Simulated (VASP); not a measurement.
# AlAu2 (I4/mmm) in VASP: notebook, part 2 of 2

VASP 6.6.1.

### Step 3. Single point, LDA

This run uses another cell than the first one, of 15.76 Å³/atom.

INCAR

```
SYSTEM = AlAu2
PREC = Accurate
ENCUT = 520
EDIFF = 1E-6
ISMEAR = 0
SIGMA = 0.15
LREAL = .FALSE.
LASPH = .TRUE.
NELM = 80
ALGO = Normal
ISIF = 2
LWAVE = .FALSE.
LCHARG = .FALSE.
GGA = CA
NBANDS = 20
```

KPOINTS

```
regular mesh
0
G
  16 16 16
  0 0 0
```

POSCAR

```
AlAu2
1.0
   -1.6523234788      1.6523234788      4.3287266251
    1.6523234788     -1.6523234788      4.3287266251
    1.6523234788      1.6523234788     -4.3287266251
Al Au
1 2
Direct
    0.0000000000      0.0000000000      0.0000000000
    0.6570428093      0.6570428093      0.0000000000
    0.3429571907      0.3429571907      0.0000000000
```

Potentials or basis: VASP PAW LDA potentials, release 64 (Al, Au).

The run is started by

```sh
$ cat potpaw_LDA.64/Al/POTCAR potpaw_LDA.64/Au/POTCAR > POTCAR
$ mpirun -np 1 vasp_std > vasp.out
```

OUTCAR:

```text
SYSTEM = AlAu2
   PREC = Accurate
   ENCUT = 520
   EDIFF = 1E-6
   ISMEAR = 0
   LREAL = .FALSE.
   LASPH = .TRUE.
   NELM = 80
   ISIF = 2
   GGA = CA

 ion  position               nearest neighbor table
   1  0.000  0.000  0.000-   2 2.70   2 2.70   2 2.70   3 2.70   2 2.70   3 2.70   3 2.70   3 2.70
                             2 2.97   3 2.97
   2  0.657  0.657  0.000-   1 2.70   1 2.70   1 2.70   1 2.70   3 2.72   3 2.84   3 2.84   3 2.84
                             3 2.84   1 2.97
   3  0.343  0.343  0.000-   1 2.70   1 2.70   1 2.70   1 2.70   2 2.72   2 2.84   2 2.84   2 2.84
                             2 2.84   1 2.97

  LATTYP: Found a body centered tetragonal cell.
 ALAT       =     3.3046469576
 C/A-ratio  =     2.6197815867

  Lattice vectors:

 A1 = (  -1.6523234788,   1.6523234788,   4.3287266251)
 A2 = (   1.6523234788,  -1.6523234788,   4.3287266251)
 A3 = (   1.6523234788,   1.6523234788,  -4.3287266251)

Analysis of symmetry for initial positions (statically):
=====================================================================
 Subroutine PRICEL returns:
 Original cell was already a primitive cell.

 Routine SETGRP: Setting up the symmetry group for a
 body centered tetragonal supercell.

 Subroutine GETGRP returns: Found 16 space group operations
 (whereof 16 operations were pure point group operations)
 out of a pool of 16 trial point group operations.

The static configuration has the point symmetry D_4h.

Analysis of symmetry for dynamics (positions and initial velocities):
=====================================================================
 Subroutine PRICEL returns:
 Original cell was already a primitive cell.

 Routine SETGRP: Setting up the symmetry group for a
 body centered tetragonal supercell.

 Subroutine GETGRP returns: Found 16 space group operations
 (whereof 16 operations were pure point group operations)
 out of a pool of 16 trial point group operations.

The dynamic configuration has the point symmetry D_4h.
[... 118 lines left out ...]
   IALGO  =     38    algorithm
   IMIX   =      4    mixing-type and parameters
     AMIX     =   0.40;   BMIX     =  1.00
     AMIX_MAG =   1.60;   BMIX_MAG =  1.00
  volume/ion in A,a.u.               =      15.76       106.34
  Fermi-wavevector in a.u.,A,eV,Ry     =   1.323888  2.501786 23.846668  1.752681
  Thomas-Fermi vector in A             =   2.453463
   LORBIT       =      0    0 simple, 1 ext, 2 COOP (PROOUT), +10 PAW based schemes
   GGA     = CA    functional components
   LHFCALC =     F    Hartree Fock is set to
   AEXX    =    0.0000 exact exchange contribution
   IVDW    =     0    specifies the selected vdW correction
   LEPSILON=     F    determine dielectric tensor
   LRPA    =     F    only Hartree local field effects (RPA)
 non-spin polarized calculation
 Gauss-broadening in eV      SIGMA  =   0.15
  energy-cutoff  :      520.00
  volume of cell :       47.27
 maximum number of plane-waves:      1292
 NGX is ok and might be reduce to    40
   NGX = 19   NGY = 19   NGZ = 19

 number of electron      25.0000000 magnetization

 Free energy of the ion-electron system (eV)
  ---------------------------------------------------
  ext. energy  EPLUGINS =         0.00000000
  ---------------------------------------------------
  free energy    TOTEN  =       -14.18086592 eV

  energy without entropy =      -14.17369127  energy(sigma->0) =      -14.17727859

 E-fermi :  10.1822     XC(G=0): -12.4764

 val. band max:       10.1666832722   @ k =   0.4375   0.3125   0.0625
 cond. band min:      10.1838510673   @ k =  -0.2500   0.1250   0.0625
 fundamental gap:      0.0171677951
 Fermi energy:        10.1821810089

 k-point     1 :       0.0000    0.0000    0.0000
  band No.  band energies     occupation
      1      -1.1477      2.00000
      2       3.1463      2.00000
      3       3.5465      2.00000
      4       4.5335      2.00000
      5       4.8746      2.00000
      6       4.9118      2.00000
[... 541 lines left out ...]
     19      18.4413      0.00000
     20      20.5296      0.00000

 [... further k-points ...]

------------------------ aborting loop because EDIFF is reached ----------------------------------------

  FORCE on cell =-STRESS in cart. coord.  units (eV):
  Direction    XX          YY          ZZ          XY          YZ          ZX
  --------------------------------------------------------------------------------------
  -------------------------------------------------------------------------------------
  Total        0.0584358      0.0584358      0.1745103      0.0000000      0.0000000      0.0000000
  in kB        1.9805192      1.9805192      5.9145456      0.0000000      0.0000000      0.0000000
  external PRESSURE =       3.2918613 kB  Pullay stress =       0.0000000 kB

 VOLUME and BASIS-vectors are now :
 -----------------------------------------------------------------------------
  energy-cutoff  :      520.00
  volume of cell :       47.27
      direct lattice vectors                 reciprocal lattice vectors
    -1.652323479  1.652323479  4.328726625     0.000000000  0.302604185  0.115507410
     1.652323479 -1.652323479  4.328726625     0.302604185  0.000000000  0.115507410
     1.652323479  1.652323479 -4.328726625     0.302604185  0.302604185  0.000000000

 POSITION                                       TOTAL-FORCE (eV/Angst)
 -----------------------------------------------------------------------------------
      0.00000      0.00000      0.00000         0.000000      0.000000     -0.000000
      0.00000      0.00000      5.68832        -0.000000     -0.000000      0.004358
      0.00000      0.00000      2.96914         0.000000      0.000000     -0.004358
 -----------------------------------------------------------------------------------
    total drift:                                0.000000      0.000000     -0.000000

  FREE ENERGIE OF THE ION-ELECTRON SYSTEM (eV)
  ---------------------------------------------------
  free  energy   TOTEN  =       -14.1808659191 eV

  energy  without entropy=      -14.1736912698  energy(sigma->0) =      -14.17727859
```

stdout:

```text
POSCAR found type information on POSCAR AlAu
 POSCAR found :  2 types and       3 ions
 scaLAPACK will be used
 LDA part: xc-table for (Slater(with rela. corr.)+CA(PZ))
 , standard interpolation
 POSCAR, INCAR and KPOINTS ok, starting setup
 FFT: planning ... GRIDC
 FFT: planning ... GRID_SOFT
 FFT: planning ... GRID
 WAVECAR not read
 entering main loop
```

It took 5.2 min on 1 thread of Intel Xeon Platinum 8488C (Sapphire Rapids), shared host; peak memory 0.42 GiB.

What came out:

| Property | Result |
| --- | --- |
| Free energy | -14.1809 eV |
| Pressure | 0.3 GPa |
| Largest force | 0.004 eV/Å |
| Band gap on the k mesh | zero (an odd number of electrons rules out a gap without spin polarisation) |

Forces in eV/Å, atoms in the order of the input:
```
Al   0.000  0.000  0.000
Au   0.000  0.000  0.004
Au   0.000  0.000 -0.004
```

Stress tensor (GPa, compression positive):
```
0.20 0.00 0.00
0.00 0.20 0.00
0.00 0.00 0.59
```

Caveat: spin-orbit coupling is left out, which moves the levels of the heavy elements.

### Step 4. Single point, LDA

This run uses another cell than the first one, of 16.68 Å³/atom.

INCAR

```
SYSTEM = AlAu2
  PREC = Accurate
  ENCUT = 520
  EDIFF = 1E-7
  ISMEAR = 0
  SIGMA = 0.15
  LREAL = .False.
  LASPH = .True.
  NELM = 60
  ALGO = Fast
  ISIF = 2
  LWAVE = .False.
  LCHARG = .False.
  GGA = CA
  NBANDS = 20
```

KPOINTS

```
Automatic mesh
0
Gamma
  16 16 16
  0 0 0
```

POSCAR

```
AlAu2
1.0
   -1.6358000000      1.6358000000      4.6750000000
    1.6358000000     -1.6358000000      4.6750000000
    1.6358000000      1.6358000000     -4.6750000000
Al Au
1 2
Direct
    0.0000000000      0.0000000000      0.0000000000
    0.6570428093      0.6570428093      0.0000000000
    0.3429571907      0.3429571907      0.0000000000
```

Potentials or basis: VASP PAW LDA potentials, release 64 (Al, Au).

The run is started by

```sh
$ cat potpaw_LDA.64/Al/POTCAR potpaw_LDA.64/Au/POTCAR > POTCAR
$ mpirun -np 1 vasp_std > vasp.out
```

OUTCAR:

```text
SYSTEM = AlAu2
   PREC = Accurate
   ENCUT = 520
   EDIFF = 1E-7
   ISMEAR = 0
   LREAL = .False.
   LASPH = .True.
   NELM = 60
   ISIF = 2
   GGA = CA

 ion  position               nearest neighbor table
   1  0.000  0.000  0.000-   2 2.74   2 2.74   2 2.74   3 2.74   2 2.74   3 2.74   3 2.74   3 2.74
                             2 3.21   3 3.21
   2  0.657  0.657  0.000-   1 2.74   1 2.74   1 2.74   1 2.74   3 2.89   3 2.89   3 2.89   3 2.89
                             3 2.94   1 3.21
   3  0.343  0.343  0.000-   1 2.74   1 2.74   1 2.74   1 2.74   2 2.89   2 2.89   2 2.89   2 2.89
                             2 2.94   1 3.21

  LATTYP: Found a body centered tetragonal cell.
 ALAT       =     3.2716000000
 C/A-ratio  =     2.8579288422

  Lattice vectors:

 A1 = (  -1.6358000000,   1.6358000000,   4.6750000000)
 A2 = (   1.6358000000,  -1.6358000000,   4.6750000000)
 A3 = (   1.6358000000,   1.6358000000,  -4.6750000000)

Analysis of symmetry for initial positions (statically):
=====================================================================
 Subroutine PRICEL returns:
 Original cell was already a primitive cell.

 Routine SETGRP: Setting up the symmetry group for a
 body centered tetragonal supercell.

 Subroutine GETGRP returns: Found 16 space group operations
 (whereof 16 operations were pure point group operations)
 out of a pool of 16 trial point group operations.

The static configuration has the point symmetry D_4h.

Analysis of symmetry for dynamics (positions and initial velocities):
=====================================================================
 Subroutine PRICEL returns:
 Original cell was already a primitive cell.

 Routine SETGRP: Setting up the symmetry group for a
 body centered tetragonal supercell.

 Subroutine GETGRP returns: Found 16 space group operations
 (whereof 16 operations were pure point group operations)
 out of a pool of 16 trial point group operations.

The dynamic configuration has the point symmetry D_4h.

 Subroutine INISYM returns: Found 16 space group operations
 (whereof 16 operations are pure point group operations),
 and found     1 'primitive' translations

[... 112 lines left out ...]
   EFERMI_NEDOS =   21; number of points for ismear=-14 and -15
   IALGO  =     68    algorithm
   IMIX   =      4    mixing-type and parameters
     AMIX     =   0.40;   BMIX     =  1.00
     AMIX_MAG =   1.60;   BMIX_MAG =  1.00
  volume/ion in A,a.u.               =      16.68       112.56
  Fermi-wavevector in a.u.,A,eV,Ry     =   1.299035  2.454820 22.959719  1.687492
  Thomas-Fermi vector in A             =   2.430325
   LORBIT       =      0    0 simple, 1 ext, 2 COOP (PROOUT), +10 PAW based schemes
   GGA     = CA    functional components
   LHFCALC =     F    Hartree Fock is set to
   AEXX    =    0.0000 exact exchange contribution
   IVDW    =     0    specifies the selected vdW correction
   LEPSILON=     F    determine dielectric tensor
   LRPA    =     F    only Hartree local field effects (RPA)
 non-spin polarized calculation
 RMM-DIIS sequential band-by-band and
 Gauss-broadening in eV      SIGMA  =   0.15
  energy-cutoff  :      520.00
  volume of cell :       50.04
 maximum number of plane-waves:      1376
   NGX = 19   NGY = 19   NGZ = 19

 number of electron      24.9999999 magnetization

 Free energy of the ion-electron system (eV)
  ---------------------------------------------------
  ext. energy  EPLUGINS =         0.00000000
  ---------------------------------------------------
  free energy    TOTEN  =       -14.03701347 eV

  energy without entropy =      -14.02822666  energy(sigma->0) =      -14.03262006

 E-fermi :   9.4334     XC(G=0): -12.1853

 val. band max:        9.4267612050   @ k =   0.3125   0.2500   0.1250
 cond. band min:       9.4421149507   @ k =  -0.4375   0.2500   0.0000
 fundamental gap:      0.0153537457
 Fermi energy:         9.4333935292

 k-point     1 :       0.0000    0.0000    0.0000
  band No.  band energies     occupation
      1      -1.4894      2.00000
      2       2.4657      2.00000
      3       3.0071      2.00000
      4       4.0599      2.00000
      5       4.1869      2.00000
      6       4.4715      2.00000
[... 541 lines left out ...]
     19      17.9228      0.00000
     20      20.1566      0.00000

 [... further k-points ...]
[... 5 lines left out ...]
  --------------------------------------------------------------------------------------
  -------------------------------------------------------------------------------------
  Total       -2.0103278     -2.0103278     -3.8349937      0.0000000      0.0000000     -0.0000000
  in kB      -64.3688065    -64.3688065   -122.7928897      0.0000000      0.0000000     -0.0000000
  external PRESSURE =     -83.8435009 kB  Pullay stress =       0.0000000 kB

 VOLUME and BASIS-vectors are now :
 -----------------------------------------------------------------------------
  energy-cutoff  :      520.00
  volume of cell :       50.04
      direct lattice vectors                 reciprocal lattice vectors
    -1.635800000  1.635800000  4.675000000     0.000000000  0.305660839  0.106951872
     1.635800000 -1.635800000  4.675000000     0.305660839  0.000000000  0.106951872
     1.635800000  1.635800000 -4.675000000     0.305660839  0.305660839  0.000000000

 POSITION                                       TOTAL-FORCE (eV/Angst)
 -----------------------------------------------------------------------------------
      0.00000      0.00000      0.00000         0.000000      0.000000     -0.000000
      0.00000      0.00000      6.14335         0.000000      0.000000     -0.469998
      0.00000      0.00000      3.20665        -0.000000     -0.000000      0.469998
 -----------------------------------------------------------------------------------
    total drift:                                0.000000      0.000000     -0.000000

  FREE ENERGIE OF THE ION-ELECTRON SYSTEM (eV)
  ---------------------------------------------------
  free  energy   TOTEN  =       -14.0370134703 eV

  energy  without entropy=      -14.0282266566  energy(sigma->0) =      -14.03262006
```

OSZICAR:

```text
N       E                     dE             d eps       ncg     rms          rms(c)
DAV:   1     0.123652129458E+03    0.12365E+03   -0.11725E+04 14088   0.111E+03
DAV:   2    -0.121945060765E+02   -0.13585E+03   -0.12945E+03 15388   0.244E+02
DAV:   3    -0.153828398664E+02   -0.31883E+01   -0.31662E+01 16508   0.360E+01
DAV:   4    -0.154001242528E+02   -0.17284E-01   -0.17282E-01 15168   0.302E+00
DAV:   5    -0.154002845598E+02   -0.16031E-03   -0.16031E-03 16096   0.307E-01    0.117E+01
RMM:   6    -0.141174029466E+02    0.12829E+01   -0.32865E+00 13989   0.116E+01    0.722E+00
RMM:   7    -0.140618305625E+02    0.55572E-01   -0.10590E-01 14529   0.217E+00    0.397E+00
RMM:   8    -0.140374117460E+02    0.24419E-01   -0.22327E-02 14297   0.916E-01    0.288E-01
RMM:   9    -0.140370975633E+02    0.31418E-03   -0.31210E-03 15099   0.349E-01    0.127E-01
RMM:  10    -0.140370347140E+02    0.62849E-04   -0.45348E-04 15234   0.144E-01    0.632E-02
RMM:  11    -0.140370144927E+02    0.20221E-04   -0.72823E-05 15147   0.560E-02    0.280E-02
RMM:  12    -0.140370136432E+02    0.84951E-06   -0.20557E-05 15544   0.292E-02    0.705E-03
RMM:  13    -0.140370134577E+02    0.18548E-06   -0.31957E-06 15122   0.110E-02    0.205E-03
RMM:  14    -0.140370134703E+02   -0.12636E-07   -0.58846E-07 13419   0.485E-03
   1 F= -.14037013E+02 E0= -.14032620E+02  d E =-.878681E-02
```

Wall time 14 min (1 thread of Intel Xeon Platinum 8375C at 2.90GHz (Ice Lake), shared host); peak memory 0.44 GiB.

Results:

| Property | Result |
| --- | --- |
| Free energy | -14.0370 eV |
| Pressure | -8.4 GPa |
| Largest force | 0.470 eV/Å |
| Band gap on the k mesh | zero (an odd number of electrons rules out a gap without spin polarisation) |

Forces on the atoms (eV/Å):
```
Al   0.000  0.000  0.000
Au   0.000  0.000 -0.470
Au   0.000  0.000  0.470
```

Levels at points of the mesh, in eV from the Fermi level:
| k point | band 11 | band 12 | band 13 | band 14 | band 15 | band 16 |
| --- | --- | --- | --- | --- | --- | --- |
| (0.00, 0.00, 0.00) | -3.58 | -2.01 | -0.35 | 5.84 | 5.84 | 6.94 |
| (0.50, 0.00, 0.00) | -3.17 | -2.96 | -2.31 | 1.04 | 6.67 | 6.75 |
| (0.50, 0.50, 0.00) | -2.68 | -0.95 | 0.66 | 0.92 | 1.74 | 2.26 |
| (0.50, 0.50, 0.50) | -3.59 | -3.16 | 3.29 | 3.29 | 4.88 | 6.96 |

Caveat: the cell stands under tension; spin-orbit coupling is left out, which moves the levels of the heavy elements.

### Step 5. Single point, LDA

This run uses another cell than the first one, of 16.72 Å³/atom.

INCAR

```
SYSTEM = AlAu2
PREC = Accurate
ENCUT = 520
EDIFF = 1E-6
ISMEAR = 0
SIGMA = 0.15
LREAL = .False.
LASPH = .True.
NELM = 60
ALGO = Fast
ISIF = 2
LWAVE = .False.
LCHARG = .False.
NBANDS = 20
```

KPOINTS is that of step 4.

POSCAR

```
AlAu2
1.0
   -1.7019000000      1.7019000000      4.3287266251
    1.7019000000     -1.7019000000      4.3287266251
    1.7019000000      1.7019000000     -4.3287266251
Al Au
1 2
Direct
    0.0000000000      0.0000000000      0.0000000000
    0.6570428093      0.6570428093      0.0000000000
    0.3429571907      0.3429571907      0.0000000000
```

The run is started by

```sh
$ cat potpaw_LDA.64/Al/POTCAR potpaw_LDA.64/Au/POTCAR > POTCAR
$ mpirun -np 1 vasp_std > vasp.out
```

Run time: 10 min. Hardware: 1 thread of Intel Xeon Platinum 8375C at 2.90GHz (Ice Lake), shared host; peak memory 0.44 GiB.

It converged, with:

```
Free energy            : -14.1062 eV
Pressure               : -7.7 GPa
Largest force          : 0.191 eV/Å
Band gap on the k mesh : zero (an odd number of electrons rules out a gap without spin polarisation)
```

Forces in eV/Å, atoms in the order of the input:
```
Al   0.000  0.000  0.000
Au   0.000  0.000  0.191
Au   0.000  0.000 -0.191
```

Stress tensor (GPa, compression positive):
```
-8.09  0.00  0.00
 0.00 -8.09  0.00
 0.00  0.00 -6.80
```

Levels at points of the mesh, in eV from the Fermi level:
```csv
k point,band 8,band 9,band 10,band 11,band 12,band 13,band 14,band 15,band 16,band 17
"(0.00, 0.00, 0.00)",-4.88,-4.66,-4.66,-3.42,-0.79,1.54,5.59,5.59,6.50,6.50
"(0.50, 0.00, 0.00)",-4.05,-3.93,-3.25,-3.24,-3.03,-1.90,1.78,7.09,7.64,7.78
"(0.50, 0.50, 0.00)",-3.63,-3.52,-3.30,-2.88,-1.45,0.81,0.94,1.95,1.97,5.91
"(0.50, 0.50, 0.50)",-4.36,-3.67,-3.40,-3.40,-2.70,2.49,2.49,6.44,7.11,7.26
```

Caveat: the cell stands under tension; spin-orbit coupling is left out, which moves the levels of the heavy elements.

### Step 6. Summary

| cell | gap on the mesh (eV) | pressure (GPa) | largest force (eV/Å) |
| --- | --- | --- | --- |
| a = 5.258 Å, angles 142.2, 142.2, 54.5°, 3 atoms | none | -15.9 | 0.34 |
| a = 4.919 Å, angles 140.7, 140.7, 56.7°, 3 atoms | none | 0.3 | - |
| a = 5.216 Å, angles 143.4, 143.4, 52.7°, 3 atoms | none | -8.4 | 0.47 |
| a = 4.953 Å, angles 139.8, 139.8, 58.1°, 3 atoms | none | -7.7 | 0.19 |

Alike in all rows: task single point; level LDA; potentials or basis VASP PAW LDA potentials, release 64 (Al, Au); no spin polarisation; k mesh 16 × 16 × 16; cutoff (eV) 520; smearing gaussian 0.15 eV.

Caveats: spin-orbit coupling is left out, which moves the levels of the heavy elements; the cell stands under tension (at least some runs).

Total energies depend on the potentials used, so only differences within one code and one set of settings carry meaning.
